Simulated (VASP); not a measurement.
# CsAu16 in VASP: single point with PBE+D3(BJ)

Aim: the single point of CsAu16 with PBE+D3(BJ).

Everything below comes from runs of VASP 6.6.1. Logs are shortened: lines on timing, memory, paths and dates and some standing lists are left out, and cuts for length are marked.

## 1. The cell of the first run

The cell holds a slab with vacuum, 17 atoms: a = 5.803 Å, b = 5.803 Å, c = 26.107 Å, α = 90.00°, β = 90.00°, γ = 120.00°.

## 2. Single point, PBE+D3(BJ)

Input file INCAR:

```
PREC     = Accurate       # precision mode
ENCUT    = 520            # plane-wave cutoff, eV
EDIFF    = 1E-6           # SCF threshold, eV
ISMEAR   = 0              # smearing method
SIGMA    = 0.1            # smearing width, eV
LREAL    = Auto         
LASPH    = True           # aspherical terms in the spheres
NELM     = 100            # most SCF steps
ALGO     = Fast           # electronic algorithm
ISIF     = 2              # what is computed and relaxed
LWAVE    = False          # write WAVECAR
LCHARG   = False          # write CHGCAR
LDIPOL   = True         
IDIPOL   = 3            
DIPOL    = 0.5 0.5 0.476
GGA      = PE             # functional
IVDW     = 12             # dispersion correction
NBANDS   = 106            # bands
```

Input file KPOINTS:

```
Automatic mesh
0
Gamma
  6 6 1
```

Input file POSCAR:

```
CsAu16
1.0
    5.8028129892      0.0000000000      0.0000000000
   -2.9014064946      5.0253834621      0.0000000000
    0.0000000000      0.0000000000     26.1069654482
Au Cs
16 1
Direct
    0.3333333333      0.1666666667      0.3255836078
    0.3333333333      0.6666666667      0.3255836078
    0.8333333333      0.1666666667      0.3255836078
    0.8333333333      0.6666666667      0.3255836078
    0.6666666667      0.3333333333      0.4163252334
    0.6666666667      0.8333333333      0.4163252334
    0.1666666667      0.3333333333      0.4163252334
    0.1666666667      0.8333333333      0.4163252334
   -0.0041136183      0.4979431909      0.5054548825
    0.0000000000      0.0000000000      0.5075035316
    0.5020568091      0.4979431909      0.5054548825
    0.5020568091      0.0041136183      0.5054548825
    0.3333333333      0.6666666667      0.5917175125
    0.3337927465      0.1668963732      0.6016738524
    0.8331036268      0.6662072535      0.6016738524
    0.8331036268      0.1668963732      0.6016738524
    0.3333333333      0.6666666667      0.7113523671
```

Potentials or basis: VASP PAW PBE potentials, release 64 (Au, Cs_sv).

Launch:

```
cat potpaw_PBE.64/Au/POTCAR potpaw_PBE.64/Cs_sv/POTCAR > POTCAR
mpirun -np 1 vasp_std > vasp.out
```

OUTCAR:

```text
PREC = Accurate
   ENCUT = 520
   EDIFF = 1E-6
   ISMEAR = 0
   LREAL = Auto
   LASPH = True
   NELM = 100
   ISIF = 2
   GGA = PE
   IVDW = 12
 IVDW          = 12

 ion  position               nearest neighbor table
   1  0.333  0.167  0.326-   3 2.90   3 2.90   4 2.90   2 2.90   2 2.90   4 2.90   7 2.90   5 2.90
                             8 2.90
   2  0.333  0.667  0.326-   4 2.90   4 2.90   1 2.90   1 2.90   3 2.90   3 2.90   8 2.90   6 2.90
                             7 2.90
   3  0.833  0.167  0.326-   1 2.90   1 2.90   4 2.90   4 2.90   2 2.90   2 2.90   5 2.90   7 2.90
                             6 2.90
   4  0.833  0.667  0.326-   2 2.90   2 2.90   3 2.90   3 2.90   1 2.90   1 2.90   6 2.90   8 2.90
                             5 2.90
   5  0.667  0.333  0.416-   9 2.86  12 2.86  11 2.86   7 2.90   7 2.90   6 2.90   6 2.90   8 2.90
                             8 2.90   3 2.90   1 2.90   4 2.90
   6  0.667  0.833  0.416-  11 2.87  12 2.87   8 2.90   8 2.90   5 2.90   5 2.90   7 2.90   7 2.90
                             4 2.90   2 2.90   3 2.90  10 2.91
   7  0.167  0.333  0.416-  11 2.87   9 2.87   5 2.90   5 2.90   8 2.90   8 2.90   6 2.90   6 2.90
                             1 2.90   3 2.90   2 2.90  10 2.91
   8  0.167  0.833  0.416-  12 2.87   9 2.87   6 2.90   6 2.90   7 2.90   7 2.90   5 2.90   5 2.90
                             2 2.90   4 2.90   1 2.90  10 2.91
   9  0.996  0.498  0.505-  13 2.82   5 2.86  11 2.87  12 2.87   8 2.87   7 2.87  10 2.90  10 2.90
                            11 2.94  12 2.94  15 3.01  16 3.01
  10  0.000  0.000  0.508-  12 2.90   9 2.90  11 2.90  11 2.90  12 2.90   9 2.90   6 2.91   7 2.91
                             8 2.91  16 2.98  14 2.98  15 2.98
  11  0.502  0.498  0.505-  13 2.82   5 2.86   9 2.87  12 2.87   7 2.87   6 2.87  10 2.90  10 2.90
                             9 2.94  12 2.94  15 3.01  14 3.01
  12  0.502  0.004  0.505-  13 2.82   5 2.86  11 2.87   9 2.87   8 2.87   6 2.87  10 2.90  10 2.90
                            11 2.94   9 2.94  14 3.01  16 3.01
  13  0.333  0.667  0.592-   9 2.82  11 2.82  12 2.82  15 2.91  14 2.91  16 2.91  16 2.91  15 2.91
                            14 2.91  17 3.12
  14  0.334  0.167  0.602-  16 2.90  15 2.90  16 2.91  15 2.91  13 2.91  13 2.91  10 2.98  12 3.01
                            11 3.01
  15  0.833  0.666  0.602-  14 2.90  16 2.90  14 2.91  16 2.91  13 2.91  13 2.91  10 2.98   9 3.01
                            11 3.01
  16  0.833  0.167  0.602-  14 2.90  15 2.90  14 2.91  15 2.91  13 2.91  13 2.91  10 2.98  12 3.01
                             9 3.01
  17  0.333  0.667  0.711-  13 3.12

  LATTYP: Found a hexagonal cell.
 ALAT       =     5.8028129892
 C/A-ratio  =     4.4990189235

  Lattice vectors:

 A1 = (   5.8028129892,   0.0000000000,   0.0000000000)
 A2 = (  -2.9014064946,   5.0253834621,   0.0000000000)
 A3 = (   0.0000000000,   0.0000000000,  26.1069654482)

Analysis of symmetry for initial positions (statically):
=====================================================================
 Subroutine PRICEL returns:
 Original cell was already a primitive cell.

 Routine SETGRP: Setting up the symmetry group for a
 hexagonal supercell.

 Subroutine GETGRP returns: Found  6 space group operations
 (whereof  6 operations were pure point group operations)
 out of a pool of 24 trial point group operations.

The static configuration has the point symmetry C_3v.

Analysis of symmetry for dynamics (positions and initial velocities):
=====================================================================
 Subroutine PRICEL returns:
 Original cell was already a primitive cell.

 Routine SETGRP: Setting up the symmetry group for a
 hexagonal supercell.

 Subroutine GETGRP returns: Found  6 space group operations
 (whereof  6 operations were pure point group operations)
 out of a pool of 24 trial point group operations.

The dynamic configuration has the point symmetry C_3v.

 Subroutine INISYM returns: Found  6 space group operations
 (whereof  6 operations are pure point group operations),
 and found     1 'primitive' translations

----------------------------------------------------------------------------------------

                                     Primitive cell

  volume of cell :     761.3146

  direct lattice vectors                    reciprocal lattice vectors
     5.802812989  0.000000000  0.000000000     0.172330213  0.099494895  0.000000000
    -2.901406495  5.025383462  0.000000000     0.000000000  0.198989790  0.000000000
[... 57 lines left out ...]
     0.000000000  0.000000000  0.038303954     0.000000000  0.000000000  1.000000000

  Length of vectors
     0.033164965  0.033164965  0.038303954

  Shift w.r.t. Gamma in fractional coordinates (k-lattice)
     0.000000000  0.000000000  0.000000000

 Subroutine IBZKPT returns following result:
 ===========================================

 Found      7 irreducible k-points:

 Following reciprocal coordinates:
            Coordinates               Weight
  0.000000  0.000000  0.000000      1.000000
  0.166667 -0.000000  0.000000      6.000000
  0.333333  0.000000  0.000000      6.000000
  0.500000  0.000000  0.000000      3.000000
  0.166667  0.166667  0.000000      6.000000
  0.333333  0.166667  0.000000     12.000000
  0.333333  0.333333  0.000000      2.000000
   k-points           NKPTS =      7   k-points in BZ     NKDIM =      7   number of bands    NBANDS=    106
   number of dos      NEDOS =    301   number of ions     NIONS =     17
   total plane-waves  NPLWV = 451584
   dimension x,y,z NGX =    48 NGY =   48 NGZ =  196
   dimension x,y,z NGXF=    96 NGYF=   96 NGZF=  392
   ions per type =              16   1
   NGX,Y,Z   is equivalent  to a cutoff of  13.75, 13.75, 12.48 a.u.
   NGXF,Y,Z  is equivalent  to a cutoff of  27.50, 27.50, 24.96 a.u.
 SYSTEM =  unknown system
   PREC   = accura    normal or accurate (medium, high low for compatibility)
   ISTART =      0    job   : 0-new  1-cont  2-samecut
   ICHARG =      2    charge: 1-file 2-atom 10-const
   ISPIN  =      1    spin polarized calculation?
   LNONCOLLINEAR =      F non collinear calculations
   LSORBIT =      F    spin-orbit coupling
   LASPH  =      T    aspherical Exc in radial PAW
   ENCUT  =  520.0 eV  38.22 Ry    6.18 a.u.  10.79 10.79 48.54*2*pi/ulx,y,z
   NELM   =    100;   NELMIN=  2; NELMDL= -5     # of ELM steps
   EDIFF  = 0.1E-05   stopping-criterion for ELM
   LREAL  =      T    real-space projection
   EDIFFG = 0.1E-04   stopping-criterion for IOM
   NSW    =      0    number of steps for IOM
   IBRION =     -1    ionic relax: 0-MD 1-quasi-New 2-CG
   NFREE  =      0    steps in history (QN), initial steepest desc. (CG)
   ISIF   =      2    stress and relaxation
   ISYM   =      2    0-nonsym 1-usesym 2-fastsym
   POTIM  = 0.5000    time-step for ionic-motion
   TEBEG  =    0.0;   TEEND  =   0.0 temperature during run
   PSTRESS=    0.0 pullay stress
   NELECT =     185.0000    total number of electrons
   NUPDOWN=      -1.0000    fix difference up-down
   EMIN   =  10.00;   EMAX   =-10.00  energy-range for DOS
   EFERMI =   0.00;   METHOD = LEGACY
   ISMEAR =     0;   SIGMA  =   0.10  broadening in eV -4-tet -1-fermi 0-gaus
   EFERMI_NEDOS =   21; number of points for ismear=-14 and -15
   IALGO  =     68    algorithm
   IMIX   =      4    mixing-type and parameters
     AMIX     =   0.40;   BMIX     =  1.00
     AMIX_MAG =   1.60;   BMIX_MAG =  1.00
  volume/ion in A,a.u.               =      44.78       302.21
  Fermi-wavevector in a.u.,A,eV,Ry     =   1.021592  1.930528 14.199714  1.043650
  Thomas-Fermi vector in A             =   2.155225
   LORBIT       =      0    0 simple, 1 ext, 2 COOP (PROOUT), +10 PAW based schemes
   GGA     = PE    functional components
   LHFCALC =     F    Hartree Fock is set to
   AEXX    =    0.0000 exact exchange contribution
   IVDW    =    12    specifies the selected vdW correction
   LEPSILON=     F    determine dielectric tensor
   LRPA    =     F    only Hartree local field effects (RPA)
 non-spin polarized calculation
 RMM-DIIS sequential band-by-band and
 Gauss-broadening in eV      SIGMA  =   0.10
  energy-cutoff  :      520.00
  volume of cell :      761.31
 maximum number of plane-waves:     20529
 NGX is ok and might be reduce to    48
   NGX = 21   NGY = 21   NGZ = 97

 dipolmoment           0.000000      0.000000      0.387804 electrons x Angstroem

 number of electron     185.0000023 magnetization

 dipolmoment           0.000000      0.000000     -0.573096 electrons x Angstroem

 Free energy of the ion-electron system (eV)
  ---------------------------------------------------
  ext. energy  EPLUGINS =         0.00000000
  ---------------------------------------------------
  free energy    TOTEN  =       -50.89712208 eV

  energy without entropy =      -50.82494578  energy(sigma->0) =      -50.86103393

 E-fermi :   1.5194     XC(G=0):  -5.9346

 val. band max:        1.5182979765   @ k =   0.3333   0.1667   0.0000
 cond. band min:       1.5495071757   @ k =   0.1667  -0.0000   0.0000
 fundamental gap:      0.0312091992
 Fermi energy:         1.5194149858

 k-point     1 :       0.0000    0.0000    0.0000
  band No.  band energies     occupation
      1     -21.8168      2.00000
      2      -8.8208      2.00000
      3      -8.6288      2.00000
      4      -8.6288      2.00000
      5      -7.6769      2.00000
      6      -6.5154      2.00000
[... 738 lines left out ...]
    103       4.5777      0.00000
    104       4.5876      0.00000
 [bands above 104 left out]

------------------------ aborting loop because EDIFF is reached ----------------------------------------

 vacuum level on the upper side and lower side of the slab       (xc-potential included)        -2.300         1.353

 Edisp (eV)   -8.35890

 E8    (eV) :    -3.9098

  FORCE on cell =-STRESS in cart. coord.  units (eV):
  Direction    XX          YY          ZZ          XY          YZ          ZX
  --------------------------------------------------------------------------------------
  -------------------------------------------------------------------------------------
  Total      -8.30805    -8.30805     0.76995     0.00000     0.00000     0.00000
  in kB     -17.48419   -17.48419     1.62035     0.00000     0.00000     0.00000
  external pressure =      -11.12 kB  Pullay stress =        0.00 kB

 VOLUME and BASIS-vectors are now :
 -----------------------------------------------------------------------------
  energy-cutoff  :      520.00
  volume of cell :      761.31
      direct lattice vectors                 reciprocal lattice vectors
     5.802812989  0.000000000  0.000000000     0.172330213  0.099494895  0.000000000
    -2.901406495  5.025383462  0.000000000     0.000000000  0.198989790  0.000000000
     0.000000000  0.000000000 26.106965448     0.000000000  0.000000000  0.038303954

 POSITION                                       TOTAL-FORCE (eV/Angst)
 -----------------------------------------------------------------------------------
      1.45070      0.83756      8.50000        -0.007200     -0.004157     -0.115002
     -0.00000      3.35026      8.50000         0.000000      0.000000     -0.101458
      4.35211      0.83756      8.50000         0.007200     -0.004157     -0.115002
      2.90141      3.35026      8.50000         0.000000      0.008314     -0.115002
      2.90141      1.67513     10.86899         0.000000      0.000000      0.028609
      1.45070      4.18782     10.86899         0.051790      0.029901      0.145654
[... 9 lines left out ...]
      4.35011      0.83872     15.70788         0.000250     -0.000144     -0.000354
     -0.00000      3.35026     18.57125         0.000000      0.000000      0.032053
 -----------------------------------------------------------------------------------
    total drift:                                0.000000     -0.000000     -0.029104

  FREE ENERGIE OF THE ION-ELECTRON SYSTEM (eV)
  ---------------------------------------------------
  free  energy   TOTEN  =       -59.2560254416 eV

  energy  without entropy=      -59.1838491395  energy(sigma->0) =      -59.21993729

 vacuum level on the upper side and lower side of the slab         2.485         6.212
```

It took 53 min on 1 thread of Intel Xeon 8259CL, shared host; peak memory 1 GiB.

What came out:

```
Free energy                : -59.2560 eV
Largest force              : 0.157 eV/Å
Band gap on the k mesh     : zero (an odd number of electrons rules out a gap without spin polarisation)
Dispersion energy per atom : -0.492 eV
```

Forces on the atoms (eV/Å):
```
Au  -0.007 -0.004 -0.115
Au   0.000  0.000 -0.101
Au   0.007 -0.004 -0.115
Au   0.000  0.008 -0.115
Au   0.000  0.000  0.029
Au   0.052  0.030  0.146
Au   0.000 -0.060  0.146
Au  -0.052  0.030  0.146
Au  -0.001  0.000 -0.004
Au   0.000  0.000  0.004
Au   0.001  0.000 -0.004
Au   0.000  0.001 -0.004
Au   0.000  0.000 -0.044
Au   0.000  0.000  0.000
Au   0.000  0.000  0.000
Au   0.000  0.000  0.000
Cs   0.000  0.000  0.032
```

Caveat: spin-orbit coupling is left out, which moves the levels of the heavy elements.

The gap in the log of VASP goes by the Fermi energy; the results here count the filled bands.